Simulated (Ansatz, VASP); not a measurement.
**Si3N4: VASP beside Ansatz**

```
Si N
1.0
     0.00000    4.02034    4.02034
     4.02034    0.00000    4.02034
     4.02034    4.02034    0.00000
Si N
6 8
Direct
  0.12500 0.12500 0.62500
  0.12500 0.62500 0.12500
  0.62500 0.12500 0.12500
  0.12500 0.12500 0.12500
  0.75000 0.75000 0.75000
  0.50000 0.50000 0.50000
  0.36717 0.36717 0.36717
  0.35151 0.88283 0.88283
  0.88283 0.88283 0.35151
  0.88283 0.35151 0.88283
  0.36717 0.36717 0.89849
  0.36717 0.89849 0.36717
  0.88283 0.88283 0.88283
  0.89849 0.36717 0.36717
```

Alike in both runs: task relaxation of the atoms; functional PBE; k mesh 6 × 6 × 6; occupations gaussian, width 0.02 eV; no spin polarisation.

```csv
,VASP,Ansatz
version,VASP 6.6.1,Ansatz 0.2.0
potentials or method,"VASP PAW PBE potentials, release 64 (Si, N), cutoff 520 eV","scalar-relativistic, plane waves, PAW"
valence electrons in the cell,64,64
```

Ansatz gave:

```
gap on the k mesh at the Fermi level, each at its own relaxed structure (eV) : 2.98
```

Estimate VASP's values.

gap on the k mesh at the Fermi level, each at its own relaxed structure (eV): 2.97.

Ansatz's warnings: stress scf threshold loose.
